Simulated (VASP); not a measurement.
W2N, 9 atoms in the cell. It takes space group P-3m1 (No. 164, trigonal). The conventional cell has a = 2.578 Å, b = 2.578 Å, c = 16.754 Å, α = 90.00°, β = 90.00°, γ = 120.00°. W (site symmetry 3m) has 3 N at 1.95 Å and 7 W at 2.54 to 2.58 Å within 2.6 Å. Within 2.5 Å of W (site symmetry 3m) lie 1 N at 1.87 Å. Within 2.7 Å of W (site symmetry 3m) lie 3 N at 2.03 Å and 7 W at 2.58 to 2.60 Å. Within 2.7 Å of N (site symmetry -3m) lie 6 W at 2.03 Å and 6 N at 2.58 Å. Within 2.5 Å of N (site symmetry 3m) lie 4 W at 1.87 to 1.95 Å.  This cell differs from its parent crystal: strain -0.080 along x and y, -0.040 along z.

```yaml
Program: VASP 6.6.1
Task: single point
Functional: PBEsol
Potentials_or_basis: VASP PAW PBE potentials, release 64 (W_sv, N)
Cutoff: 520 eV
k_mesh: 18 × 18 × 4
Occupations: gaussian, width 0.15 eV
Spin: no spin polarisation
Dipole_correction: no
Further_INCAR_settings: ALGO = Normal; EDIFF = 1e-06; NBANDS = 60
```

Potentials or basis: VASP PAW PBE potentials, release 64 (W_sv, N).

Command:

```sh
$ cat potpaw_PBE.64/W_sv/POTCAR potpaw_PBE.64/N/POTCAR > POTCAR
$ mpirun -np 1 vasp_std > vasp.out
```

Hardware: 1 thread of AMD EPYC 9R45 96-Core Processor (Zen 5), on a shared host.

Task: How long does it take, and how much memory?

Result: Run time: 12 min on 1 thread of AMD EPYC 9R45 96-Core Processor (Zen 5), with other jobs on the host, peak memory 0.59 GiB. Counts: scf iterations 21, k points 138.
